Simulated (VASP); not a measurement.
# InSb (zincblende type) (F-43m) in VASP: notebook

Runs on InSb (zincblende type). Level: PBE. Tasks: single point, relaxation of cell and atoms.

Everything below comes from runs of VASP 6.6.1. Logs are shortened: lines on timing, memory, paths and dates and some standing lists are left out, and cuts for length are marked.

### 1 The cell of the first run

Symmetry: F-43m, No. 216, cubic system. Conventional cell: a = 5.533 Å, b = 5.533 Å, c = 5.533 Å, α = 90.00°, β = 90.00°, γ = 90.00°. In (site symmetry -43m) has 4 Sb at 2.40 Å within 3.2 Å. Within 3.2 Å of Sb (site symmetry -43m) lie 4 In at 2.40 Å.

### 2 Single point, PBE

INCAR

```
SYSTEM = InSb
PREC = Accurate ; ENCUT = 520
EDIFF = 1E-6 ; ISMEAR = -1
SIGMA = 0.1 ; LREAL = .False.
LASPH = .True. ; NELM = 80
ALGO = Normal ; ISIF = 2
LWAVE = .False. ; LCHARG = .False.
GGA = PE ; NBANDS = 16
```

KPOINTS

```
regular mesh
0
Gamma
  13 13 13
  0 0 0
```

POSCAR

```
InSb
1.0
    0.0000000000      2.7665283317      2.7665283317
    2.7665283317      0.0000000000      2.7665283317
    2.7665283317      2.7665283317      0.0000000000
In Sb
1 1
Direct
    0.0000000000      0.0000000000      0.0000000000
    0.2500000000      0.2500000000      0.2500000000
```

Potentials or basis: VASP PAW PBE potentials, release 64 (In_d, Sb).

Started as:

```console
cat potpaw_PBE.64/In_d/POTCAR potpaw_PBE.64/Sb/POTCAR > POTCAR
mpirun -np 1 vasp_std > vasp.out
```

OUTCAR:

```text
SYSTEM = InSb
   PREC = Accurate
   ENCUT = 520
   EDIFF = 1E-6
   ISMEAR = -1
   LREAL = .False.
   LASPH = .True.
   NELM = 80
   ISIF = 2
   GGA = PE

 ion  position               nearest neighbor table
   1  0.000  0.000  0.000-   2 2.40   2 2.40   2 2.40   2 2.40
   2  0.250  0.250  0.250-   1 2.40   1 2.40   1 2.40   1 2.40

  LATTYP: Found a face centered cubic cell.
 ALAT       =     5.5330566634

  Lattice vectors:

 A1 = (   0.0000000000,   2.7665283317,   2.7665283317)
 A2 = (   2.7665283317,   0.0000000000,   2.7665283317)
 A3 = (   2.7665283317,   2.7665283317,   0.0000000000)

Analysis of symmetry for initial positions (statically):
=====================================================================
 Subroutine PRICEL returns:
 Original cell was already a primitive cell.

 Routine SETGRP: Setting up the symmetry group for a
 face centered cubic supercell.

 Subroutine GETGRP returns: Found 24 space group operations
 (whereof 24 operations were pure point group operations)
 out of a pool of 48 trial point group operations.

The static configuration has the point symmetry T_d .

Analysis of symmetry for dynamics (positions and initial velocities):
=====================================================================
 Subroutine PRICEL returns:
 Original cell was already a primitive cell.

 Routine SETGRP: Setting up the symmetry group for a
 face centered cubic supercell.

 Subroutine GETGRP returns: Found 24 space group operations
 (whereof 24 operations were pure point group operations)
 out of a pool of 48 trial point group operations.

The dynamic configuration has the point symmetry T_d .

 Subroutine INISYM returns: Found 24 space group operations
 (whereof 24 operations are pure point group operations),
 and found     1 'primitive' translations

----------------------------------------------------------------------------------------

                                     Primitive cell

  volume of cell :      42.3482

  direct lattice vectors                    reciprocal lattice vectors
     0.000000000  2.766528332  2.766528332    -0.180731928  0.180731928  0.180731928
     2.766528332  0.000000000  2.766528332     0.180731928 -0.180731928  0.180731928
     2.766528332  2.766528332  0.000000000     0.180731928  0.180731928 -0.180731928

  length of vectors
     3.912461887  3.912461887  3.912461887     0.313036882  0.313036882  0.313036882

  position of ions in fractional coordinates (direct lattice)
     0.000000000  0.000000000  0.000000000
     0.250000000  0.250000000  0.250000000

  ion indices of the primitive-cell ions
   primitive index   ion index
                 1           1
                 2           2

----------------------------------------------------------------------------------------

 KPOINTS: regular mesh

Automatic generation of k-mesh.
 Grid dimensions read from file:
 generate k-points for:   13   13   13

 Generating k-lattice:

  Cartesian coordinates                     Fractional coordinates (reciprocal lattice)
    -0.013902456  0.013902456  0.013902456     0.076923077  0.000000000  0.000000000
     0.013902456 -0.013902456  0.013902456     0.000000000  0.076923077  0.000000000
     0.013902456  0.013902456 -0.013902456     0.000000000  0.000000000  0.076923077

  Length of vectors
     0.024079760  0.024079760  0.024079760

  Shift w.r.t. Gamma in fractional coordinates (k-lattice)
     0.000000000  0.000000000  0.000000000

 Subroutine IBZKPT returns following result:
 ===========================================

 Found     84 irreducible k-points:

 Following reciprocal coordinates:
            Coordinates               Weight
  0.000000  0.000000  0.000000      1.000000
  0.076923  0.000000  0.000000      8.000000
  0.153846  0.000000  0.000000      8.000000
  0.230769  0.000000  0.000000      8.000000
  0.307692  0.000000  0.000000      8.000000
  0.384615  0.000000  0.000000      8.000000
[... 16 lines left out ...]
  0.384615  0.153846  0.000000     24.000000
  0.461538  0.153846  0.000000     24.000000
 [... further k-points ...]
   k-points           NKPTS =     84   k-points in BZ     NKDIM =     84   number of bands    NBANDS=     16
   number of dos      NEDOS =    301   number of ions     NIONS =      2
   total plane-waves  NPLWV =  27000
   dimension x,y,z NGX =    30 NGY =   30 NGZ =   30
   dimension x,y,z NGXF=    60 NGYF=   60 NGZF=   60
   ions per type =               1   1
   NGX,Y,Z   is equivalent  to a cutoff of  12.75, 12.75, 12.75 a.u.
   NGXF,Y,Z  is equivalent  to a cutoff of  25.49, 25.49, 25.49 a.u.
 SYSTEM =  InSb
   PREC   = accura    normal or accurate (medium, high low for compatibility)
   ISTART =      0    job   : 0-new  1-cont  2-samecut
   ICHARG =      2    charge: 1-file 2-atom 10-const
   ISPIN  =      1    spin polarized calculation?
   LNONCOLLINEAR =      F non collinear calculations
   LSORBIT =      F    spin-orbit coupling
   LASPH  =      T    aspherical Exc in radial PAW
   ENCUT  =  520.0 eV  38.22 Ry    6.18 a.u.   7.27  7.27  7.27*2*pi/ulx,y,z
   NELM   =     80;   NELMIN=  2; NELMDL= -5     # of ELM steps
   EDIFF  = 0.1E-05   stopping-criterion for ELM
   LREAL  =      F    real-space projection
   EDIFFG = 0.1E-04   stopping-criterion for IOM
   NSW    =      0    number of steps for IOM
   IBRION =     -1    ionic relax: 0-MD 1-quasi-New 2-CG
   NFREE  =      0    steps in history (QN), initial steepest desc. (CG)
   ISIF   =      2    stress and relaxation
   ISYM   =      2    0-nonsym 1-usesym 2-fastsym
   POTIM  = 0.5000    time-step for ionic-motion
   TEBEG  =    0.0;   TEEND  =   0.0 temperature during run
   PSTRESS=    0.0 pullay stress
   NELECT =      18.0000    total number of electrons
   NUPDOWN=      -1.0000    fix difference up-down
   EMIN   =  10.00;   EMAX   =-10.00  energy-range for DOS
   EFERMI =   0.00;   METHOD = LEGACY
   ISMEAR =    -1;   SIGMA  =   0.10  broadening in eV -4-tet -1-fermi 0-gaus
   EFERMI_NEDOS =   21; number of points for ismear=-14 and -15
   IALGO  =     38    algorithm
   IMIX   =      4    mixing-type and parameters
     AMIX     =   0.40;   BMIX     =  1.00
     AMIX_MAG =   1.60;   BMIX_MAG =  1.00
  volume/ion in A,a.u.               =      21.17       142.89
  Fermi-wavevector in a.u.,A,eV,Ry     =   1.230894  2.326052 20.614177  1.515099
  Thomas-Fermi vector in A             =   2.365725
   LORBIT       =      0    0 simple, 1 ext, 2 COOP (PROOUT), +10 PAW based schemes
   GGA     = PE    functional components
[... 5 lines left out ...]
 non-spin polarized calculation
  energy-cutoff  :      520.00
  volume of cell :       42.35
 maximum number of plane-waves:      1159
 NGX is ok and might be reduce to    30
   NGX = 15   NGY = 15   NGZ = 15

 number of electron      18.0000008 magnetization

 Free energy of the ion-electron system (eV)
  ---------------------------------------------------
  ext. energy  EPLUGINS =         0.00000000
  ---------------------------------------------------
  free energy    TOTEN  =        -2.77900411 eV

  energy without entropy =       -2.77587390  energy(sigma->0) =       -2.77743901

 E-fermi :  11.8543     XC(G=0): -10.8962

 val. band max:       11.7020317014   @ k =  -0.0769   0.0769   0.0000
 cond. band min:      11.8870136936   @ k =   0.0000   0.0000   0.0000
 fundamental gap:      0.1849819922
 Fermi energy:        11.8542814746

 k-point     1 :       0.0000    0.0000    0.0000
  band No.  band energies     occupation
      1      -4.9489      2.00000
      2      -4.9489      2.00000
      3      -4.9489      2.00000
      4      -4.6201      2.00000
      5      -4.6201      2.00000
      6      -3.1437      2.00000
[... 8 lines left out ...]
     15      20.1884      0.00000
     16      20.1884      0.00000

 k-point     2 :       0.0769    0.0000    0.0000
  band No.  band energies     occupation
      1      -4.9692      2.00000
      2      -4.9429      2.00000
      3      -4.9429      2.00000
      4      -4.6214      2.00000
      5      -4.6214      2.00000
      6      -3.0374      2.00000
[... 8 lines left out ...]
     15      19.5953      0.00000
     16      19.5953      0.00000

 k-point     3 :       0.1538    0.0000    0.0000
  band No.  band energies     occupation
      1      -5.0203      2.00000
      2      -4.9268      2.00000
      3      -4.9268      2.00000
      4      -4.6242      2.00000
      5      -4.6242      2.00000
      6      -2.7281      2.00000
[... 8 lines left out ...]
     15      19.0549      0.00000
     16      19.0549      0.00000

 k-point     4 :       0.2308    0.0000    0.0000
  band No.  band energies     occupation
      1      -5.0835      2.00000
      2      -4.9058      2.00000
      3      -4.9058      2.00000
      4      -4.6262      2.00000
      5      -4.6262      2.00000
      6      -2.2360      2.00000
[... 8 lines left out ...]
     15      19.0398      0.00000
     16      19.0398      0.00000

 k-point     5 :       0.3077    0.0000    0.0000
  band No.  band energies     occupation
      1      -5.1430      2.00000
      2      -4.8863      2.00000
      3      -4.8863      2.00000
      4      -4.6251      2.00000
      5      -4.6251      2.00000
      6      -1.5882      2.00000
[... 8 lines left out ...]
     15      19.6445      0.00000
     16      19.7091      0.00000

 k-point     6 :       0.3846    0.0000    0.0000
  band No.  band energies     occupation
      1      -5.1882      2.00000
      2      -4.8730      2.00000
      3      -4.8730      2.00000
      4      -4.6212      2.00000
      5      -4.6212      2.00000
      6      -0.8435      2.00000
[... 8 lines left out ...]
     15      20.6381      0.00000
     16      21.1382      0.00000

 k-point     7 :       0.4615    0.0000    0.0000
  band No.  band energies     occupation
      1      -5.2125      2.00000
      2      -4.8667      2.00000
      3      -4.8667      2.00000
      4      -4.6176      2.00000
      5      -4.6176      2.00000
      6      -0.2056      2.00000
[... 8 lines left out ...]
     15      21.6532      0.00000
     16      22.4236      0.00000

 k-point     8 :       0.0769    0.0769    0.0000
  band No.  band energies     occupation
      1      -4.9814      2.00000
      2      -4.9375      2.00000
      3      -4.9375      2.00000
      4      -4.6255      2.00000
      5      -4.6189      2.00000
      6      -3.0026      2.00000
[... 8 lines left out ...]
     15      18.9341      0.00000
     16      20.3983      0.00000

 k-point     9 :       0.1538    0.0769    0.0000
  band No.  band energies     occupation
      1      -5.0223      2.00000
      2      -4.9245      2.00000
      3      -4.9215      2.00000
      4      -4.6321      2.00000
      5      -4.6187      2.00000
      6      -2.7623      2.00000
[... 8 lines left out ...]
     15      19.2925      0.00000
     16      19.9697      0.00000
[... 172 lines left out ...]
 k-point    19 :      -0.0769    0.0769    0.0000
  band No.  band energies     occupation
      1      -5.0013      2.00000
      2      -4.9361      2.00000
      3      -4.9279      2.00000
      4      -4.6261      2.00000
      5      -4.6210      2.00000
      6      -2.8641      2.00000
[... 8 lines left out ...]
     15      18.8188      0.00000
     16      19.4734      0.00000

 k-point    20 :       0.1538    0.1538    0.0000
  band No.  band energies     occupation
      1      -5.0569      2.00000
      2      -4.9051      2.00000
      3      -4.9051      2.00000
      4      -4.6446      2.00000
      5      -4.6156      2.00000
      6      -2.5956      2.00000
[... 8 lines left out ...]
     15      19.9823      0.00000
     16      21.0324      0.00000

 k-point    21 :       0.2308    0.1538    0.0000
  band No.  band energies     occupation
      1      -5.1023      2.00000
      2      -4.8860      2.00000
      3      -4.8825      2.00000
      4      -4.6565      2.00000
      5      -4.6141      2.00000
      6      -2.2372      2.00000
[... 8 lines left out ...]
     15      20.5233      0.00000
     16      20.6766      0.00000

 k-point    22 :       0.3077    0.1538    0.0000
  band No.  band energies     occupation
      1      -5.1483      2.00000
      2      -4.8707      2.00000
      3      -4.8603      2.00000
      4      -4.6627      2.00000
      5      -4.6131      2.00000
      6      -1.7045      2.00000
[... 8 lines left out ...]
     15      20.7614      0.00000
     16      20.8728      0.00000

 k-point    23 :       0.3846    0.1538    0.0000
  band No.  band energies     occupation
      1      -5.1875      2.00000
      2      -4.8602      2.00000
      3      -4.8442      2.00000
      4      -4.6604      2.00000
      5      -4.6123      2.00000
      6      -1.0300      2.00000
[... 8 lines left out ...]
     15      21.6131      0.00000
     16      21.9981      0.00000

 k-point    24 :       0.4615    0.1538    0.0000
  band No.  band energies     occupation
      1      -5.2142      2.00000
      2      -4.8546      2.00000
      3      -4.8363      2.00000
      4      -4.6512      2.00000
      5      -4.6137      2.00000
      6      -0.3012      2.00000
[... 8 lines left out ...]
     15      22.2629      0.00000
     16      22.8635      0.00000

 [... further k-points ...]
[... 5 lines left out ...]
  --------------------------------------------------------------------------------------
  -------------------------------------------------------------------------------------
  Total       19.2012386     19.2012386     19.2012386      0.0000000      0.0000000     -0.0000000
  in kB      726.4478848    726.4478848    726.4478848      0.0000000      0.0000000     -0.0000000
  external PRESSURE =     726.4478848 kB  Pullay stress =       0.0000000 kB

 VOLUME and BASIS-vectors are now :
 -----------------------------------------------------------------------------
  energy-cutoff  :      520.00
  volume of cell :       42.35
      direct lattice vectors                 reciprocal lattice vectors
     0.000000000  2.766528332  2.766528332    -0.180731928  0.180731928  0.180731928
     2.766528332  0.000000000  2.766528332     0.180731928 -0.180731928  0.180731928
     2.766528332  2.766528332  0.000000000     0.180731928  0.180731928 -0.180731928

 POSITION                                       TOTAL-FORCE (eV/Angst)
 -----------------------------------------------------------------------------------
      0.00000      0.00000      0.00000         0.000000      0.000000      0.000000
      1.38326      1.38326      1.38326        -0.000000     -0.000000     -0.000000
 -----------------------------------------------------------------------------------
    total drift:                                0.000000      0.000000      0.000000

  FREE ENERGIE OF THE ION-ELECTRON SYSTEM (eV)
  ---------------------------------------------------
  free  energy   TOTEN  =        -2.7790041111 eV

  energy  without entropy=       -2.7758739021  energy(sigma->0) =       -2.77743901
```

It took 25 s on 1 thread of Intel Xeon 6975P-C (Granite Rapids), shared host; peak memory 0.21 GiB.

What came out:

```
Free energy : -2.7790 eV
Pressure    : 72.6 GPa
```

Caveat: spin-orbit coupling is left out, which moves the levels of the heavy elements.

[end of part 1 of 2]
